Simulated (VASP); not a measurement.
# Al3GaN4 (P-43m) in VASP: notebook

Runs on Al3GaN4. Level: PBEsol. Tasks: single point.

Everything below comes from runs of VASP 6.6.1. Logs are shortened: lines on timing, memory, paths and dates and some standing lists are left out, and cuts for length are marked.

## 1. The cell of the first run

Symmetry: P-43m, No. 215, cubic system. Conventional cell: a = 4.158 Å, b = 4.158 Å, c = 4.158 Å, α = 90.00°, β = 90.00°, γ = 90.00°. Within 2.4 Å of Al (site symmetry -42m) lie 4 N at 1.79 Å. Ga (site symmetry -43m) has 4 N at 1.84 Å within 2.4 Å. N (site symmetry 3m) has 3 Al at 1.79 Å and 1 Ga at 1.84 Å within 2.4 Å.

## 2. Single point, PBEsol (8.99 Å³/atom)

The input, INCAR:

```
SYSTEM = Al3GaN4
PREC     = Accurate       ! precision mode
ENCUT    = 520            ! plane-wave cutoff, eV
EDIFF    = 1E-6           ! SCF threshold, eV
ISMEAR   = 0              ! smearing method
SIGMA    = 0.05           ! smearing width, eV
LREAL    = .False.        ! projectors in reciprocal space
LASPH    = .True.         ! aspherical terms in the spheres
NELM     = 80             ! most SCF steps
ALGO     = Normal         ! electronic algorithm
ISIF     = 2              ! what is computed and relaxed
LWAVE    = .False.        ! write WAVECAR
LCHARG   = .False.        ! write CHGCAR
GGA      = PS             ! functional
NBANDS   = 31             ! bands
```

The input, KPOINTS:

```
Automatic mesh
0
Gamma
  6 6 6
  0 0 0
```

The input, POSCAR:

```
Al3GaN4
1.0
    4.1583178603      0.0000000000      0.0000000000
    0.0000000000      4.1583178603      0.0000000000
    0.0000000000      0.0000000000      4.1583178603
Al Ga N
3 1 4
Direct
    0.5000000000      0.5000000000      0.0000000000
    0.5000000000      0.0000000000      0.5000000000
    0.0000000000      0.5000000000      0.5000000000
    0.0000000000      0.0000000000      0.0000000000
    0.7447140287      0.7447140287      0.2552859713
    0.7447140287      0.2552859713      0.7447140287
    0.2552859713      0.7447140287      0.7447140287
    0.2552859713      0.2552859713      0.2552859713
```

Potentials or basis: VASP PAW PBE potentials, release 64 (Al, Ga_d, N).

Launch:

```sh
> cat potpaw_PBE.64/Al/POTCAR potpaw_PBE.64/Ga_d/POTCAR potpaw_PBE.64/N/POTCAR > POTCAR
> mpirun -np 1 vasp_std > vasp.out
```

OUTCAR:

```text
SYSTEM = Al3GaN4
   PREC = Accurate
   ENCUT = 520
   EDIFF = 1E-6
   ISMEAR = 0
   LREAL = .False.
   LASPH = .True.
   NELM = 80
   ISIF = 2
   GGA = PS

 ion  position               nearest neighbor table
   1  0.500  0.500  0.000-   5 1.79   6 1.79   7 1.79   8 1.79   3 2.94   4 2.94   2 2.94   2 2.94
                             3 2.94   2 2.94   4 2.94   2 2.94   3 2.94   4 2.94   3 2.94   4 2.94
   2  0.500  0.000  0.500-   5 1.79   6 1.79   7 1.79   8 1.79   3 2.94   4 2.94   1 2.94   1 2.94
                             4 2.94   1 2.94   3 2.94   1 2.94   3 2.94   4 2.94   4 2.94   3 2.94
   3  0.000  0.500  0.500-   5 1.79   6 1.79   7 1.79   8 1.79   2 2.94   4 2.94   1 2.94   1 2.94
                             4 2.94   2 2.94   4 2.94   4 2.94   1 2.94   2 2.94   1 2.94   2 2.94
   4  0.000  0.000  0.000-   5 1.84   6 1.84   7 1.84   8 1.84   2 2.94   3 2.94   1 2.94   2 2.94
                             3 2.94   1 2.94   3 2.94   3 2.94   1 2.94   2 2.94   2 2.94   1 2.94
   5  0.745  0.745  0.255-   1 1.79   2 1.79   3 1.79   4 1.84
   6  0.745  0.255  0.745-   1 1.79   2 1.79   3 1.79   4 1.84
   7  0.255  0.745  0.745-   1 1.79   2 1.79   3 1.79   4 1.84
   8  0.255  0.255  0.255-   1 1.79   2 1.79   3 1.79   4 1.84

  LATTYP: Found a simple cubic cell.
 ALAT       =     4.1583178603

  Lattice vectors:

 A1 = (   4.1583178603,   0.0000000000,   0.0000000000)
 A2 = (   0.0000000000,   4.1583178603,   0.0000000000)
 A3 = (   0.0000000000,   0.0000000000,   4.1583178603)

Analysis of symmetry for initial positions (statically):
=====================================================================
 Subroutine PRICEL returns:
 Original cell was already a primitive cell.

 Routine SETGRP: Setting up the symmetry group for a
 simple cubic supercell.

 Subroutine GETGRP returns: Found 24 space group operations
 (whereof 24 operations were pure point group operations)
 out of a pool of 48 trial point group operations.

The static configuration has the point symmetry T_d .

Analysis of symmetry for dynamics (positions and initial velocities):
=====================================================================
 Subroutine PRICEL returns:
 Original cell was already a primitive cell.

 Routine SETGRP: Setting up the symmetry group for a
 simple cubic supercell.

 Subroutine GETGRP returns: Found 24 space group operations
 (whereof 24 operations were pure point group operations)
 out of a pool of 48 trial point group operations.

The dynamic configuration has the point symmetry T_d .

 Subroutine INISYM returns: Found 24 space group operations
 (whereof 24 operations are pure point group operations),
 and found     1 'primitive' translations

----------------------------------------------------------------------------------------

                                     Primitive cell

  volume of cell :      71.9040

  direct lattice vectors                    reciprocal lattice vectors
     4.158317860  0.000000000  0.000000000     0.240481857  0.000000000  0.000000000
     0.000000000  4.158317860  0.000000000     0.000000000  0.240481857  0.000000000
     0.000000000  0.000000000  4.158317860     0.000000000  0.000000000  0.240481857

  length of vectors
     4.158317860  4.158317860  4.158317860     0.240481857  0.240481857  0.240481857

  position of ions in fractional coordinates (direct lattice)
     0.500000000  0.500000000  0.000000000
     0.500000000  0.000000000  0.500000000
     0.000000000  0.500000000  0.500000000
     0.000000000  0.000000000  0.000000000
     0.744714029  0.744714029  0.255285971
     0.744714029  0.255285971  0.744714029
     0.255285971  0.744714029  0.744714029
     0.255285971  0.255285971  0.255285971

  ion indices of the primitive-cell ions
   primitive index   ion index
                 1           1
                 2           2
                 3           3
                 4           4
                 5           5
                 6           6
                 7           7
                 8           8

----------------------------------------------------------------------------------------

 KPOINTS: Automatic mesh

Automatic generation of k-mesh.
 Grid dimensions read from file:
 generate k-points for:    6    6    6

 Generating k-lattice:

  Cartesian coordinates                     Fractional coordinates (reciprocal lattice)
     0.040080309  0.000000000  0.000000000     0.166666667  0.000000000  0.000000000
     0.000000000  0.040080309  0.000000000     0.000000000  0.166666667  0.000000000
     0.000000000  0.000000000  0.040080309     0.000000000  0.000000000  0.166666667

  Length of vectors
     0.040080309  0.040080309  0.040080309

  Shift w.r.t. Gamma in fractional coordinates (k-lattice)
     0.000000000  0.000000000  0.000000000

 Subroutine IBZKPT returns following result:
 ===========================================

 Found     20 irreducible k-points:

[... 39 lines left out ...]
   PSTRESS=    0.0 pullay stress
   NELECT =      42.0000    total number of electrons
   NUPDOWN=      -1.0000    fix difference up-down
   EMIN   =  10.00;   EMAX   =-10.00  energy-range for DOS
   EFERMI =   0.00;   METHOD = LEGACY
   ISMEAR =     0;   SIGMA  =   0.05  broadening in eV -4-tet -1-fermi 0-gaus
   EFERMI_NEDOS =   21; number of points for ismear=-14 and -15
   IALGO  =     38    algorithm
   IMIX   =      4    mixing-type and parameters
     AMIX     =   0.40;   BMIX     =  1.00
     AMIX_MAG =   1.60;   BMIX_MAG =  1.00
  volume/ion in A,a.u.               =       8.99        60.65
  Fermi-wavevector in a.u.,A,eV,Ry     =   1.368486  2.586063 25.480351  1.872753
  Thomas-Fermi vector in A             =   2.494445
   LORBIT       =      0    0 simple, 1 ext, 2 COOP (PROOUT), +10 PAW based schemes
   GGA     = PS    functional components
   LHFCALC =     F    Hartree Fock is set to
   AEXX    =    0.0000 exact exchange contribution
   IVDW    =     0    specifies the selected vdW correction
   LEPSILON=     F    determine dielectric tensor
   LRPA    =     F    only Hartree local field effects (RPA)
 non-spin polarized calculation
 Gauss-broadening in eV      SIGMA  =   0.05
  energy-cutoff  :      520.00
  volume of cell :       71.90
 maximum number of plane-waves:      1956
 NGX is ok and might be reduce to    32
   NGX = 15   NGY = 15   NGZ = 15

 number of electron      41.9999993 magnetization

 Free energy of the ion-electron system (eV)
  ---------------------------------------------------
  ext. energy  EPLUGINS =         0.00000000
  ---------------------------------------------------
  free energy    TOTEN  =       -58.13717528 eV

  energy without entropy =      -58.13717528  energy(sigma->0) =      -58.13717528

 E-fermi :   7.7523     XC(G=0): -12.1618

 val. band max:        7.4589782402   @ k =   0.1667   0.1667   0.0000
 cond. band min:      10.8748790626   @ k =   0.0000   0.0000   0.0000
 fundamental gap:      3.4159008224
 Fermi energy:         7.7522624092

 k-point     1 :       0.0000    0.0000    0.0000
  band No.  band energies     occupation
      1      -8.9307      2.00000
      2      -6.3704      2.00000
      3      -6.3704      2.00000
      4      -6.3704      2.00000
      5      -5.1111      2.00000
      6      -5.1111      2.00000
[... 23 lines left out ...]
     30      20.9170      0.00000
     31      20.9170      0.00000

 k-point     2 :       0.1667    0.0000    0.0000
  band No.  band energies     occupation
      1      -8.7714      2.00000
      2      -6.5017      2.00000
      3      -6.3791      2.00000
      4      -6.3791      2.00000
      5      -5.1074      2.00000
      6      -5.1020      2.00000
[... 23 lines left out ...]
     30      21.1437      0.00000
     31      21.1437      0.00000

 k-point     3 :       0.3333    0.0000    0.0000
  band No.  band energies     occupation
      1      -8.3162      2.00000
      2      -6.9494      2.00000
      3      -6.3961      2.00000
      4      -6.3961      2.00000
      5      -5.1000      2.00000
      6      -5.0808      2.00000
[... 567 lines left out ...]
     30      19.4087      0.00000
     31      19.4521      0.00000

 k-point    20 :       0.5000    0.5000    0.5000
  band No.  band energies     occupation
      1      -6.9191      2.00000
      2      -6.9191      2.00000
      3      -6.9191      2.00000
      4      -6.4488      2.00000
      5      -5.0243      2.00000
      6      -5.0243      2.00000
[... 23 lines left out ...]
     30      19.1081      0.00000
     31      19.1293      0.00000

------------------------ aborting loop because EDIFF is reached ----------------------------------------

  FORCE on cell =-STRESS in cart. coord.  units (eV):
  Direction    XX          YY          ZZ          XY          YZ          ZX
  --------------------------------------------------------------------------------------
  -------------------------------------------------------------------------------------
  Total       21.9399403     21.9399403     21.9399403     -0.0000000     -0.0000000      0.0000000
  in kB      488.8695340    488.8695340    488.8695340     -0.0000000     -0.0000000      0.0000000
  external PRESSURE =     488.8695340 kB  Pullay stress =       0.0000000 kB

 VOLUME and BASIS-vectors are now :
 -----------------------------------------------------------------------------
  energy-cutoff  :      520.00
  volume of cell :       71.90
      direct lattice vectors                 reciprocal lattice vectors
     4.158317860  0.000000000  0.000000000     0.240481857  0.000000000  0.000000000
     0.000000000  4.158317860  0.000000000     0.000000000  0.240481857  0.000000000
     0.000000000  0.000000000  4.158317860     0.000000000  0.000000000  0.240481857

 POSITION                                       TOTAL-FORCE (eV/Angst)
 -----------------------------------------------------------------------------------
      2.07916      2.07916      0.00000        -0.000000     -0.000000     -0.000000
      2.07916      0.00000      2.07916        -0.000000     -0.000000     -0.000000
      0.00000      2.07916      2.07916        -0.000000     -0.000000     -0.000000
      0.00000      0.00000      0.00000        -0.000000     -0.000000     -0.000000
      3.09676      3.09676      1.06156        -0.036982     -0.036982      0.036982
      3.09676      1.06156      3.09676        -0.036982      0.036982     -0.036982
      1.06156      3.09676      3.09676         0.036982     -0.036982     -0.036982
      1.06156      1.06156      1.06156         0.036982      0.036982      0.036982
 -----------------------------------------------------------------------------------
    total drift:                               -0.000000     -0.000000      0.000000

  FREE ENERGIE OF THE ION-ELECTRON SYSTEM (eV)
  ---------------------------------------------------
  free  energy   TOTEN  =       -58.1371752834 eV

  energy  without entropy=      -58.1371752834  energy(sigma->0) =      -58.13717528
```

Wall time 76 s (1 thread of AMD EPYC 7R13, shared host); peak memory 0.16 GiB.

What came out:

| Quantity | Value |
| --- | --- |
| Free energy | -58.1372 eV |
| Pressure | 48.9 GPa |
| Largest force | 0.064 eV/Å |
| Band gap on the k mesh | 3.42 eV (least direct gap 3.44 eV) |

Forces on the atoms (eV/Å):
```
Al   0.000  0.000  0.000
Al   0.000  0.000  0.000
Al   0.000  0.000  0.000
Ga   0.000  0.000  0.000
N   -0.037 -0.037  0.037
N   -0.037  0.037 -0.037
N    0.037 -0.037 -0.037
N    0.037  0.037  0.037
```

Caveat: the cell stands under pressure; the PAW data sets were made with another functional, which shifts forces and pressure a little. A k mesh can miss the band edges.

## 3. Single point, PBEsol (9.56 Å³/atom)

This run uses another cell than the first one, of 9.56 Å³/atom.

The input, INCAR:

```
PREC     = Accurate       # precision mode
ENCUT    = 520            # plane-wave cutoff, eV
EDIFF    = 1E-6           # SCF threshold, eV
ISMEAR   = 0              # smearing method
SIGMA    = 0.05           # smearing width, eV
LREAL    = False          # projectors in reciprocal space
LASPH    = True           # aspherical terms in the spheres
NELM     = 100            # most SCF steps
ALGO     = Normal         # electronic algorithm
ISIF     = 2              # what is computed and relaxed
LWAVE    = False          # write WAVECAR
LCHARG   = True           # write CHGCAR
GGA      = PS             # functional
LELF     = True           # ELF
LVHAR    = True         
NBANDS   = 31             # bands
```

The input, KPOINTS:

```
Automatic mesh
0
Gamma
  6 6 6
```

Edit POSCAR of step 2 so:

```diff
@@ -2,5 +2,5 @@
 1.0
-    4.1583178603      0.0000000000      0.0000000000
-    0.0000000000      4.1583178603      0.0000000000
-    0.0000000000      0.0000000000      4.1583178603
+    4.2444263731      0.0000000000      0.0000000000
+    0.0000000000      4.2444263731      0.0000000000
+    0.0000000000      0.0000000000      4.2444263731
 Al Ga N
```

Potentials or basis: VASP PAW PBE potentials, release 64 (Al, Ga_d, N).

Launch:

```sh
> cat potpaw_PBE.64/Al/POTCAR potpaw_PBE.64/Ga_d/POTCAR potpaw_PBE.64/N/POTCAR > POTCAR
> mpirun -np 1 vasp_std > vasp.out
```

It took 84 s on 1 thread of AMD EPYC 7R13, shared host; peak memory 0.17 GiB.

The run converged. Its results:

```
Free energy            : -59.2208 eV
Pressure               : 28.0 GPa
Largest force          : 0.023 eV/Å
Band gap on the k mesh : 3.38 eV (least direct gap 3.40 eV)
```

Forces in eV/Å, atoms in the order of the input:
```
Al   0.000  0.000  0.000
Al   0.000  0.000  0.000
Al   0.000  0.000  0.000
Ga   0.000  0.000  0.000
N   -0.014 -0.014  0.014
N   -0.014  0.014 -0.014
N    0.014 -0.014 -0.014
N    0.014  0.014  0.014
```

Levels at points of the mesh, in eV from the valence-band top:
```csv
k point,band 17,band 18,band 19,band 20,band 21,band 22,band 23,band 24,band 25,band 26
"(0.00, 0.00, 0.00)",-2.16,-2.16,-0.01,-0.01,-0.01,3.38,3.38,3.38,4.37,7.61
"(0.50, 0.00, 0.00)",-2.69,-1.36,-1.36,-1.01,-1.01,6.05,6.13,6.32,6.32,9.53
"(0.50, 0.50, 0.00)",-2.75,-0.91,-0.57,-0.57,-0.57,7.90,7.90,8.08,8.16,8.73
"(0.50, 0.50, 0.50)",-0.62,-0.62,-0.38,-0.38,-0.38,6.46,7.87,7.87,7.87,10.02
```

Caveat: the cell stands under pressure; the PAW data sets were made with another functional, which shifts forces and pressure a little. A k mesh can miss the band edges.

## 4. Single point, PBEsol (10.13 Å³/atom)

This run uses another cell than the first one, of 10.13 Å³/atom.

The input, INCAR:

```
SYSTEM = Al3GaN4
  PREC = Accurate
  ENCUT = 520
  EDIFF = 1E-6
  ISMEAR = 0
  SIGMA = 0.05
  LREAL = .FALSE.
  LASPH = .TRUE.
  NELM = 80
  ALGO = Normal
  ISIF = 2
  LWAVE = .FALSE.
  LCHARG = .TRUE.
  GGA = PS
  LELF = .TRUE.
  LVHAR = .TRUE.
  NBANDS = 31
```

The input, KPOINTS:

```
regular mesh
0
G
  6 6 6
  0 0 0
```

Edit POSCAR of step 3 so:

```diff
@@ -2,5 +2,5 @@
 1.0
-    4.2444263731      0.0000000000      0.0000000000
-    0.0000000000      4.2444263731      0.0000000000
-    0.0000000000      0.0000000000      4.2444263731
+    4.3273184135      0.0000000000      0.0000000000
+    0.0000000000      4.3273184135      0.0000000000
+    0.0000000000      0.0000000000      4.3273184135
 Al Ga N
```

Launch:

```sh
> cat potpaw_PBE.64/Al/POTCAR potpaw_PBE.64/Ga_d/POTCAR potpaw_PBE.64/N/POTCAR > POTCAR
> mpirun -np 1 vasp_std > vasp.out
```

It took 81 s on 1 thread of AMD EPYC 7R13, shared host; peak memory 0.17 GiB.

The run converged. Its results:

```
Free energy            : -59.7848 eV
Pressure               : 12.1 GPa
Band gap on the k mesh : 3.35 eV (least direct gap 3.36 eV)
```

Levels at points of the mesh, in eV from the valence-band top:
```tsv
k point	band 19	band 20	band 21	band 22	band 23	band 24
(0.00, 0.00, 0.00)	-0.01	-0.01	-0.01	3.35	3.35	3.35
(0.50, 0.00, 0.00)	-1.28	-0.97	-0.97	5.78	5.85	6.18
(0.50, 0.50, 0.00)	-0.56	-0.55	-0.55	7.68	7.68	7.72
(0.50, 0.50, 0.50)	-0.38	-0.38	-0.38	5.94	7.37	7.37
```

Caveat: the cell stands under pressure; the PAW data sets were made with another functional, which shifts forces and pressure a little. A k mesh can miss the band edges.

## 5. Single point, PBEsol (11.27 Å³/atom)

This run uses another cell than the first one, of 11.27 Å³/atom.

The input, INCAR:

```
SYSTEM = Al3GaN4
PREC = Accurate
ENCUT = 520
EDIFF = 1E-6
ISMEAR = 0
SIGMA = 0.05
LREAL = .False.
LASPH = .True.
NELM = 80
ALGO = Normal
ISIF = 2
LWAVE = .False.
LCHARG = .True.
GGA = PS
LELF = .True.
LVHAR = .True.
NBANDS = 31
```

The input, KPOINTS:

```
Automatic mesh
0
Gamma
  6 6 6
  0 0 0
```

Edit POSCAR of step 4 so:

```diff
@@ -2,5 +2,5 @@
 1.0
-    4.3273184135      0.0000000000      0.0000000000
-    0.0000000000      4.3273184135      0.0000000000
-    0.0000000000      0.0000000000      4.3273184135
+    4.4840588216      0.0000000000      0.0000000000
+    0.0000000000      4.4840588216      0.0000000000
+    0.0000000000      0.0000000000      4.4840588216
 Al Ga N
```

Launch:

```sh
> cat potpaw_PBE.64/Al/POTCAR potpaw_PBE.64/Ga_d/POTCAR potpaw_PBE.64/N/POTCAR > POTCAR
> mpirun -np 1 vasp_std > vasp.out
```

It took 2 min on 1 thread of AMD EPYC 7R13, shared host; peak memory 0.19 GiB.

It converged, with:

```yaml
Free_energy: -59.8143 eV
Pressure: -9.3 GPa
Largest_force: 0.005 eV/Å
Band_gap_on_the_k_mesh: 3.02 eV
```

Forces on the atoms (eV/Å):
```
Al   0.000  0.000  0.000
Al   0.000  0.000  0.000
Al   0.000  0.000  0.000
Ga   0.000  0.000  0.000
N    0.003  0.003 -0.003
N    0.003 -0.003  0.003
N   -0.003  0.003  0.003
N   -0.003 -0.003 -0.003
```

Levels at points of the mesh, in eV from the valence-band top:
```
           k point  band 18  band 19  band 20  band 21  band 22  band 23  band 24  band 25
(0.00, 0.00, 0.00)    -1.90     0.00     0.00     0.00     3.02     3.28     3.28     3.28
(0.50, 0.00, 0.00)    -1.16    -1.16    -0.91    -0.91     5.28     5.32     5.92     5.92
(0.50, 0.50, 0.00)    -0.80    -0.54    -0.52    -0.52     6.82     7.26     7.26     7.53
(0.50, 0.50, 0.50)    -0.59    -0.38    -0.38    -0.38     5.02     6.48     6.48     6.48
```

Caveat: the cell stands under tension; the PAW data sets were made with another functional, which shifts forces and pressure a little.

## 6. Summary

```tsv
cell	gap on the mesh (eV)	pressure (GPa)	largest force (eV/Å)
a = 4.158 Å, 8 atoms	3.42	48.9	0.06
a = 4.244 Å, 8 atoms	3.38	28.0	0.02
a = 4.327 Å, 8 atoms	3.35	12.1	-
a = 4.484 Å, 8 atoms	3.02	-9.3	0.01
```

Alike in all rows: task single point; level PBEsol; potentials or basis VASP PAW PBE potentials, release 64 (Al, Ga_d, N); no spin polarisation; k mesh 6 × 6 × 6; cutoff (eV) 520; smearing gaussian 0.05 eV.

Caveats: the PAW data sets were made with another functional, which shifts forces and pressure a little; the cell stands under pressure (at least some runs); the cell stands under tension (at least some runs).

Total energies depend on the potentials used, so only differences within one code and one set of settings carry meaning.
